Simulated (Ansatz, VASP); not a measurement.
## One calculation of NaCl, two programs

The input POSCAR:

```
NaCl
1.0
    0.0000000000      2.7184800000      2.8317500000
    2.7184800000      0.0000000000      2.8317500000
    2.7184800000      2.7184800000      0.0000000000
Na Cl
1 1
Direct
    0.0000000000      0.0000000000      0.0000000000
    0.5000000000      0.5000000000      0.5000000000
```

File INCAR.step1:

```
ALGO = Normal
EDIFF = 1E-4
ENCUT = 520
GGA = PE
ISMEAR = 0
LASPH = True
LCHARG = False
LREAL = False
LWAVE = True
NBANDS = 14
NELM = 100
PREC = Accurate
SIGMA = 0.05
```

Contents of INCAR.step2:

```
ALGO = Normal
EDIFF = 1E-7
ENCUT = 520
ISIF = 2
ISMEAR = 0
ISTART = 1
LASPH = True
LCHARG = False
LMIXTAU = True
LREAL = False
LWAVE = False
METAGGA = R2SCAN
NBANDS = 14
NELM = 100
PREC = Accurate
SIGMA = 0.05
```

KPOINTS

```
k-points
0
Gamma
  8 8 8
```

Input for Ansatz:

```yaml
crystal:
  lattice:
    - [0.0, 2.71848, 2.83175]
    - [2.71848, 0.0, 2.83175]
    - [2.71848, 2.71848, 0.0]
  atoms:
    - { symbol: Na, position: [0.0, 0.0, 0.0] }
    - { symbol: Cl, position: [0.5, 0.5, 0.5] }
basis:
  ecutwfc: 500
kpoints:
  mp_grid: { grid: [8, 8, 8] }
hamiltonian:
  xc: r2scan
scf:
  occupations: { method: gaussian, width: 0.05 }
output:
  forces: true
  stress: true
  eigenvalues: true
```

Change from the starting cell: strain -0.040 along x and y, +0.000 along z, atoms carried along.

Alike in both runs: task single point; functional r2SCAN; k mesh 8 × 8 × 8; occupations gaussian, width 0.05 eV; no spin polarisation.

|  | VASP | Ansatz |
| --- | --- | --- |
| version | VASP 6.6.1 | Ansatz 0.2.0 |
| potentials or method | VASP PAW PBE potentials, release 64 (Na_pv, Cl), cutoff 520 eV | scalar-relativistic, plane waves, PAW |
| valence electrons in the cell | 14 | 16 |

VASP gave:

```
gap on the k mesh at the Fermi level (eV)                     : 6.21
least direct gap on the mesh (eV)                             : 6.21
pressure (GPa)                                                : 1.5
traceless stress, the component that is largest in VASP (GPa) : -1.55
```

Q: What did Ansatz give for the same quantities?

A: gap on the k mesh at the Fermi level (eV): 6.18; least direct gap on the mesh (eV): 6.18; pressure (GPa): 1.8; traceless stress, the component that is largest in VASP (GPa): -1.60.

VASP's potentials were made for PBE, not for r2SCAN. VASP's potentials hold 14 valence electrons a cell and Ansatz's 16, so a difference there can come from the potentials and not from the codes.
